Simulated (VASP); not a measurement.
# SiNi (Pnma) in VASP: further runs

SiNi is run at these levels: LDA; tasks: relaxation of cell and atoms, single point.

Everything below comes from runs of VASP 6.6.1. Logs are shortened: lines on timing, memory, paths and dates and some standing lists are left out, and cuts for length are marked.

## Step 1: The cell of the first run

The structure is orthorhombic, space group Pnma (No. 62). The conventional cell has a = 5.173 Å, b = 3.338 Å, c = 5.605 Å, α = 90.00°, β = 90.00°, γ = 90.00°. Within 3.0 Å of Si (site symmetry m) lie 6 Ni at 2.28 to 2.40 Å and 2 Si at 2.66 Å. Ni (site symmetry m) has 6 Si at 2.28 to 2.40 Å and 4 Ni at 2.68 to 2.69 Å within 3.0 Å.

## Step 2: Relaxation of cell and atoms, LDA

INCAR reads:

```
SYSTEM = SiNi
  PREC = Accurate
  ENCUT = 600
  EDIFF = 1E-7
  ISMEAR = 0
  SIGMA = 0.05
  LREAL = .FALSE.
  LASPH = .TRUE.
  NELM = 80
  ALGO = Normal
  ISIF = 3
  LWAVE = .FALSE.
  LCHARG = .FALSE.
  GGA = CA
  IBRION = 2
  NSW = 80
  EDIFFG = -0.01
```

KPOINTS reads:

```
regular mesh
0
G
  8 10 6
  0 0 0
```

POSCAR reads:

```
SiNi
1.0
    5.1731000000      0.0000000000      0.0000000000
    0.0000000000      3.3381000000      0.0000000000
    0.0000000000      0.0000000000      5.6049000000
Si Ni
4 4
Direct
    0.3212800000      0.7500000000      0.0825000000
    0.1787200000      0.2500000000      0.5825000000
    0.8212800000      0.7500000000      0.4175000000
    0.6787200000      0.2500000000      0.9175000000
    0.0077900000      0.2500000000      0.1875200000
    0.4922100000      0.7500000000      0.6875200000
    0.5077900000      0.2500000000      0.3124800000
    0.9922100000      0.7500000000      0.8124800000
```

Potentials or basis: VASP PAW LDA potentials, release 64 (Si, Ni).

The run is started by

```
$ cat potpaw_LDA.64/Si/POTCAR potpaw_LDA.64/Ni/POTCAR > POTCAR
$ mpirun -np 1 vasp_std > vasp.out
```

OUTCAR:

```text
SYSTEM = SiNi
   PREC = Accurate
   ENCUT = 600
   EDIFF = 1E-7
   ISMEAR = 0
   LREAL = .FALSE.
   LASPH = .TRUE.
   NELM = 80
   ISIF = 3
   GGA = CA
   IBRION = 2
   NSW = 80
   EDIFFG = -0.01

 ion  position               nearest neighbor table
   1  0.321  0.750  0.083-   8 2.28   7 2.32   7 2.32   6 2.38   5 2.40   5 2.40   4 2.66   4 2.66

   2  0.179  0.250  0.583-   7 2.28   8 2.32   8 2.32   5 2.38   6 2.40   6 2.40   3 2.66   3 2.66

   3  0.821  0.750  0.417-   6 2.28   5 2.32   5 2.32   8 2.38   7 2.40   7 2.40   2 2.66   2 2.66

   4  0.679  0.250  0.917-   5 2.28   6 2.32   6 2.32   7 2.38   8 2.40   8 2.40   1 2.66   1 2.66

   5  0.008  0.250  0.188-   4 2.28   3 2.32   3 2.32   2 2.38   1 2.40   1 2.40   7 2.68   7 2.68
                             8 2.69   8 2.69
   6  0.492  0.750  0.688-   3 2.28   4 2.32   4 2.32   1 2.38   2 2.40   2 2.40   8 2.68   8 2.68
                             7 2.69   7 2.69
   7  0.508  0.250  0.312-   2 2.28   1 2.32   1 2.32   4 2.38   3 2.40   3 2.40   5 2.68   5 2.68
                             6 2.69   6 2.69
   8  0.992  0.750  0.812-   1 2.28   2 2.32   2 2.32   3 2.38   4 2.40   4 2.40   6 2.68   6 2.68
                             5 2.69   5 2.69

  LATTYP: Found a simple orthorhombic cell.
 ALAT       =     3.3381000000
 B/A-ratio  =     1.5497139091
 C/A-ratio  =     1.6790689314

  Lattice vectors:

 A1 = (   0.0000000000,  -3.3381000000,   0.0000000000)
 A2 = (   5.1731000000,   0.0000000000,   0.0000000000)
 A3 = (   0.0000000000,   0.0000000000,   5.6049000000)

Analysis of symmetry for initial positions (statically):
=====================================================================
 Subroutine PRICEL returns:
 Original cell was already a primitive cell.

 Routine SETGRP: Setting up the symmetry group for a
 simple orthorhombic supercell.

 Subroutine GETGRP returns: Found  8 space group operations
 (whereof  2 operations were pure point group operations)
 out of a pool of  8 trial point group operations.

The static configuration has the point symmetry S_2 .
 The point group associated with its full space group is D_2h.

Analysis of symmetry for dynamics (positions and initial velocities):
=====================================================================
 Subroutine PRICEL returns:
 Original cell was already a primitive cell.

 Routine SETGRP: Setting up the symmetry group for a
 simple orthorhombic supercell.

 Subroutine GETGRP returns: Found  8 space group operations
 (whereof  2 operations were pure point group operations)
 out of a pool of  8 trial point group operations.

The dynamic configuration has the point symmetry S_2 .
 The point group associated with its full space group is D_2h.

 Subroutine INISYM returns: Found  8 space group operations
 (whereof  2 operations are pure point group operations),
 and found     1 'primitive' translations

----------------------------------------------------------------------------------------

                                     Primitive cell

  volume of cell :      96.7872

  direct lattice vectors                    reciprocal lattice vectors
     5.173100000  0.000000000  0.000000000     0.193307688  0.000000000  0.000000000
     0.000000000  3.338100000  0.000000000     0.000000000  0.299571613  0.000000000
     0.000000000  0.000000000  5.604900000     0.000000000  0.000000000  0.178415315

  length of vectors
     5.173100000  3.338100000  5.604900000     0.193307688  0.299571613  0.178415315

  position of ions in fractional coordinates (direct lattice)
     0.321280000  0.750000000  0.082500000
     0.178720000  0.250000000  0.582500000
     0.821280000  0.750000000  0.417500000
     0.678720000  0.250000000  0.917500000
     0.007790000  0.250000000  0.187520000
     0.492210000  0.750000000  0.687520000
     0.507790000  0.250000000  0.312480000
     0.992210000  0.750000000  0.812480000

  ion indices of the primitive-cell ions
   primitive index   ion index
                 1           1
                 2           2
                 3           3
                 4           4
                 5           5
                 6           6
                 7           7
                 8           8

----------------------------------------------------------------------------------------

 KPOINTS: regular mesh

Automatic generation of k-mesh.
 Grid dimensions read from file:
 generate k-points for:    8   10    6

 Generating k-lattice:

  Cartesian coordinates                     Fractional coordinates (reciprocal lattice)
     0.024163461  0.000000000  0.000000000     0.125000000  0.000000000  0.000000000
     0.000000000  0.029957161  0.000000000     0.000000000  0.100000000  0.000000000
     0.000000000  0.000000000  0.029735886     0.000000000  0.000000000  0.166666667

  Length of vectors
     0.024163461  0.029957161  0.029735886

  Shift w.r.t. Gamma in fractional coordinates (k-lattice)
     0.000000000  0.000000000  0.000000000

 Subroutine IBZKPT returns following result:
 ===========================================

 Found    120 irreducible k-points:

 Following reciprocal coordinates:
            Coordinates               Weight
  0.000000  0.000000  0.000000      1.000000
  0.125000  0.000000  0.000000      2.000000
  0.250000  0.000000  0.000000      2.000000
  0.375000  0.000000  0.000000      2.000000
  0.500000  0.000000  0.000000      1.000000
  0.000000  0.100000  0.000000      2.000000
[... 16 lines left out ...]
  0.250000  0.400000  0.000000      4.000000
  0.375000  0.400000  0.000000      4.000000
 [... further k-points ...]
   k-points           NKPTS =    120   k-points in BZ     NKDIM =    120   number of bands    NBANDS=     33
   number of dos      NEDOS =    301   number of ions     NIONS =      8
   total plane-waves  NPLWV =  56448
   dimension x,y,z NGX =    42 NGY =   28 NGZ =   48
   dimension x,y,z NGXF=    84 NGYF=   56 NGZF=   96
   ions per type =               4   4
   NGX,Y,Z   is equivalent  to a cutoff of  13.50, 13.94, 14.24 a.u.
   NGXF,Y,Z  is equivalent  to a cutoff of  26.99, 27.89, 28.47 a.u.
 SYSTEM =  SiNi
   PREC   = accura    normal or accurate (medium, high low for compatibility)
   ISTART =      0    job   : 0-new  1-cont  2-samecut
   ICHARG =      2    charge: 1-file 2-atom 10-const
   ISPIN  =      1    spin polarized calculation?
   LNONCOLLINEAR =      F non collinear calculations
   LSORBIT =      F    spin-orbit coupling
   LASPH  =      T    aspherical Exc in radial PAW
   ENCUT  =  600.0 eV  44.10 Ry    6.64 a.u.  10.33  6.67 11.19*2*pi/ulx,y,z
   NELM   =     80;   NELMIN=  2; NELMDL= -5     # of ELM steps
   EDIFF  = 0.1E-06   stopping-criterion for ELM
   LREAL  =      F    real-space projection
   EDIFFG = -.1E-01   stopping-criterion for IOM
   NSW    =     80    number of steps for IOM
   IBRION =      2    ionic relax: 0-MD 1-quasi-New 2-CG
   NFREE  =      1    steps in history (QN), initial steepest desc. (CG)
   ISIF   =      3    stress and relaxation
   ISYM   =      2    0-nonsym 1-usesym 2-fastsym
   POTIM  = 0.5000    time-step for ionic-motion
   TEBEG  =    0.0;   TEEND  =   0.0 temperature during run
   PSTRESS=    0.0 pullay stress
   NELECT =      56.0000    total number of electrons
   NUPDOWN=      -1.0000    fix difference up-down
   EMIN   =  10.00;   EMAX   =-10.00  energy-range for DOS
   EFERMI =   0.00;   METHOD = LEGACY
   ISMEAR =     0;   SIGMA  =   0.05  broadening in eV -4-tet -1-fermi 0-gaus
   EFERMI_NEDOS =   21; number of points for ismear=-14 and -15
   IALGO  =     38    algorithm
   IMIX   =      4    mixing-type and parameters
     AMIX     =   0.40;   BMIX     =  1.00
     AMIX_MAG =   1.60;   BMIX_MAG =  1.00
  volume/ion in A,a.u.               =      12.10        81.64
  Fermi-wavevector in a.u.,A,eV,Ry     =   1.364158  2.577886 25.319466  1.860928
  Thomas-Fermi vector in A             =   2.490499
   LORBIT       =      0    0 simple, 1 ext, 2 COOP (PROOUT), +10 PAW based schemes
   GGA     = CA    functional components
   LHFCALC =     F    Hartree Fock is set to
   AEXX    =    0.0000 exact exchange contribution
   IVDW    =     0    specifies the selected vdW correction
   LEPSILON=     F    determine dielectric tensor
   LRPA    =     F    only Hartree local field effects (RPA)
 conjugate gradient relaxation of ions
 non-spin polarized calculation
 Gauss-broadening in eV      SIGMA  =   0.05
  energy-cutoff  :      600.00
  volume of cell :       96.79
 maximum number of plane-waves:      3260
 NGX is ok and might be reduce to    42
   NGX = 21   NGY = 13   NGZ = 23

--------------------------------------- Ionic step        1  -------------------------------------------

 number of electron      56.0000001 magnetization

 Free energy of the ion-electron system (eV)
  ---------------------------------------------------
  ext. energy  EPLUGINS =         0.00000000
  ---------------------------------------------------
  free energy    TOTEN  =       -54.93873303 eV

  energy without entropy =      -54.93521836  energy(sigma->0) =      -54.93697569

------------------------ aborting loop because EDIFF is reached ----------------------------------------

  FORCE on cell =-STRESS in cart. coord.  units (eV):
  Direction    XX          YY          ZZ          XY          YZ          ZX
  --------------------------------------------------------------------------------------
  -------------------------------------------------------------------------------------
  Total       -5.6616853     -4.8139982     -5.2584105      0.0000000      0.0000000      0.0000000
  in kB      -93.7212832    -79.6890073    -87.0456319      0.0000000      0.0000000      0.0000000
  external PRESSURE =     -86.8186408 kB  Pullay stress =       0.0000000 kB
[... 107 lines left out ...]
  FREE ENERGIE OF THE ION-ELECTRON SYSTEM (eV)
  ---------------------------------------------------
  free  energy   TOTEN  =       -55.0669218906 eV

  energy  without entropy=      -55.0639182982  energy(sigma->0) =      -55.06542009

[... ionic steps 4 to 9 ...]

--------------------------------------- Ionic step       10  -------------------------------------------

 number of electron      56.0000015 magnetization

------------------------ aborting loop because EDIFF is reached ----------------------------------------

  FORCE on cell =-STRESS in cart. coord.  units (eV):
  Direction    XX          YY          ZZ          XY          YZ          ZX
  --------------------------------------------------------------------------------------
  -------------------------------------------------------------------------------------
  Total        0.0351622      0.0577428      0.0256718     -0.0000000      0.0000000      0.0000000
  in kB        0.6106591      1.0028152      0.4458404     -0.0000000      0.0000000      0.0000000
  external PRESSURE =       0.6864382 kB  Pullay stress =       0.0000000 kB
[... 69 lines left out ...]
  energy  without entropy=      -55.0740478233  energy(sigma->0) =      -55.07495068

--------------------------------------- Ionic step       12  -------------------------------------------

 number of electron      56.0000015 magnetization

 Free energy of the ion-electron system (eV)
  ---------------------------------------------------
  ext. energy  EPLUGINS =         0.00000000
  ---------------------------------------------------
  free energy    TOTEN  =       -55.07591936 eV

  energy without entropy =      -55.07413781  energy(sigma->0) =      -55.07502859

 E-fermi :  10.9888     XC(G=0): -12.6505

 val. band max:       10.9754113239   @ k =   0.1250   0.2000   0.3333
 cond. band min:      10.9891107903   @ k =   0.0000   0.5000   0.3333
 fundamental gap:      0.0136994664
 Fermi energy:        10.9888354867

 k-point     1 :       0.0000    0.0000    0.0000
  band No.  band energies     occupation
      1      -2.3314      2.00000
      2       1.2570      2.00000
      3       2.3853      2.00000
      4       3.0993      2.00000
      5       4.2373      2.00000
      6       4.7447      2.00000
[... 853 lines left out ...]
     32      12.2854      0.00000
     33      13.6506      0.00000

 [... further k-points ...]
[... 5 lines left out ...]
  --------------------------------------------------------------------------------------
  -------------------------------------------------------------------------------------
  Total        0.0385236     -0.0286735      0.0123237     -0.0000000      0.0000000      0.0000000
  in kB        0.6689008     -0.4978696      0.2139813     -0.0000000      0.0000000      0.0000000
  external PRESSURE =       0.1283375 kB  Pullay stress =       0.0000000 kB
[... 23 lines left out ...]
  FREE ENERGIE OF THE ION-ELECTRON SYSTEM (eV)
  ---------------------------------------------------
  free  energy   TOTEN  =       -55.0759193592 eV

  energy  without entropy=      -55.0741378112  energy(sigma->0) =      -55.07502859

 reached required accuracy - stopping structural energy minimisation
```

Wall time 64 min (1 thread of Intel Xeon Platinum 8488C (Sapphire Rapids), shared host); peak memory 0.47 GiB.

Results:

```
Free energy                           : -55.0759 eV
Relaxed volume                        : 11.53 Å³/atom
Relaxed cell                          : a = 5.049 Å, b = 3.332 Å, c = 5.486 Å, α = 90.00°, β = 90.00°, γ = 90.00°
Space group after relaxing (to 0.1 Å) : Pnma (No. 62)
Energy gained by relaxing             : 17.1 meV/atom
Ionic steps                           : 12
Pressure after relaxing               : 0.0 GPa
Largest force after relaxing          : 0.010 eV/Å
Band gap on the k mesh                : zero (bands 28 and 29 overlap by 1.95 eV)
```

Forces on the atoms (eV/Å):
```
Si   0.006  0.000  0.008
Si  -0.006  0.000  0.008
Si   0.006  0.000 -0.008
Si  -0.006  0.000 -0.008
Ni   0.005  0.000  0.002
Ni  -0.005  0.000  0.002
Ni   0.005  0.000 -0.002
Ni  -0.005  0.000 -0.002
```

Stress tensor (GPa, compression positive):
```
 0.07  0.00  0.00
 0.00 -0.05  0.00
 0.00  0.00  0.02
```

The path:
| step | energy change (eV) | largest force (eV/Å) | pressure (GPa) | volume (Å³) |
| --- | --- | --- | --- | --- |
| 1 | 0.0000 | 0.1477 | -8.68 | 96.79 |
| 2 | 0.0246 | 0.2207 | 11.47 | 87.89 |
| 3 | -0.1282 | 0.0938 | -0.04 | 92.37 |
| 4 | -0.1282 | 0.0938 | 0.16 | 92.29 |
| 5 | -0.1313 | 0.0679 | 0.14 | 92.27 |
| 6 | -0.1342 | 0.0767 | 0.20 | 92.23 |
| 7 | -0.1362 | 0.0340 | -0.30 | 92.43 |
| 8 | -0.1363 | 0.0358 | -0.46 | 92.49 |
| 9 | -0.1365 | 0.0522 | 0.52 | 92.07 |
| 10 | -0.1368 | 0.0385 | 0.07 | 92.25 |
| 11 | -0.1371 | 0.0148 | 0.06 | 92.27 |
| 12 | -0.1372 | 0.0095 | 0.01 | 92.27 |

Final structure:
```
Si Ni
1.0
     5.04912    0.00000    0.00000
     0.00000    3.33152    0.00000
     0.00000    0.00000    5.48552
Si Ni
4 4
Cartesian
  1.6169 2.4986 0.4747
  0.9076 0.8329 3.2175
  4.1415 2.4986 2.2680
  3.4322 0.8329 5.0108
  0.0470 0.8329 1.0301
  2.4776 2.4986 3.7728
  2.5716 0.8329 1.7127
  5.0021 2.4986 4.4555
```

## Step 3: Single point, LDA

This run uses another cell than the first one, of 11.52 Å³/atom.

INCAR reads:

```
SYSTEM = SiNi
PREC     = Accurate       ! precision mode
ENCUT    = 520            ! plane-wave cutoff, eV
EDIFF    = 1E-7           ! SCF threshold, eV
ISMEAR   = 0              ! smearing method
SIGMA    = 0.05           ! smearing width, eV
LREAL    = .False.        ! projectors in reciprocal space
LASPH    = .True.         ! aspherical terms in the spheres
NELM     = 100            ! most SCF steps
ALGO     = Normal         ! electronic algorithm
ISIF     = 2              ! what is computed and relaxed
LWAVE    = .False.        ! write WAVECAR
LCHARG   = .False.        ! write CHGCAR
GGA      = CA             ! functional
NBANDS   = 38             ! bands
```

KPOINTS reads:

```
Automatic mesh
0
Gamma
  8 10 6
  0 0 0
```

POSCAR reads:

```
SiNi
1.0
    5.0477062765      0.0000000000      0.0000000000
    0.0000000000      3.3306061080      0.0000000000
    0.0000000000      0.0000000000      5.4816949128
Si Ni
4 4
Direct
    0.3203146687      0.7500000000      0.0867173737
    0.1796853313      0.2500000000      0.5867173737
    0.8203146687      0.7500000000      0.4132826263
    0.6796853313      0.2500000000      0.9132826263
    0.0091103745      0.2500000000      0.1877177308
    0.4908896255      0.7500000000      0.6877177308
    0.5091103745      0.2500000000      0.3122822692
    0.9908896255      0.7500000000      0.8122822692
```

Potentials or basis: VASP PAW LDA potentials, release 64 (Si, Ni).

The run is started by

```
$ cat potpaw_LDA.64/Si/POTCAR potpaw_LDA.64/Ni/POTCAR > POTCAR
$ mpirun -np 1 vasp_std > vasp.out
```

Wall time 10 min (1 thread of Intel Xeon 8259CL, shared host); peak memory 0.4 GiB.

It converged, with:

```
Free energy            : -55.0737 eV
Pressure               : 0.3 GPa
Largest force          : 0.016 eV/Å
Band gap on the k mesh : zero (bands 28 and 29 overlap by 1.95 eV)
```

Forces on the atoms (eV/Å):
```
Si   0.004  0.000  0.002
Si  -0.004  0.000  0.002
Si   0.004  0.000 -0.002
Si  -0.004  0.000 -0.002
Ni   0.016  0.000  0.000
Ni  -0.016  0.000  0.000
Ni   0.016  0.000  0.000
Ni  -0.016  0.000  0.000
```

Levels at points of the mesh, in eV from the Fermi level:
```
           k point  band 25  band 26  band 27  band 28  band 29  band 30  band 31  band 32
(0.00, 0.00, 0.00)    -1.84    -1.28    -1.17    -0.95     0.72     1.49     3.47     3.91
(0.50, 0.00, 0.00)    -1.94    -1.94     1.06     1.06     1.17     1.17     3.86     3.86
(0.00, 0.50, 0.00)    -2.03    -2.03    -1.48    -1.48    -0.59    -0.59     2.15     2.15
(0.50, 0.50, 0.00)    -1.79    -1.79    -1.79    -1.79     0.55     0.55     0.55     0.55
(0.00, 0.00, 0.50)    -1.43    -1.43    -0.17    -0.17     0.91     0.91     3.50     3.50
(0.50, 0.00, 0.50)    -0.96    -0.96     0.89     0.89     2.43     2.43     2.73     2.73
(0.00, 0.50, 0.50)    -2.12    -2.12    -1.78    -1.78     0.23     0.23     1.48     1.48
(0.50, 0.50, 0.50)    -2.01    -2.01    -2.01    -2.01     2.74     2.74     2.74     2.74
```
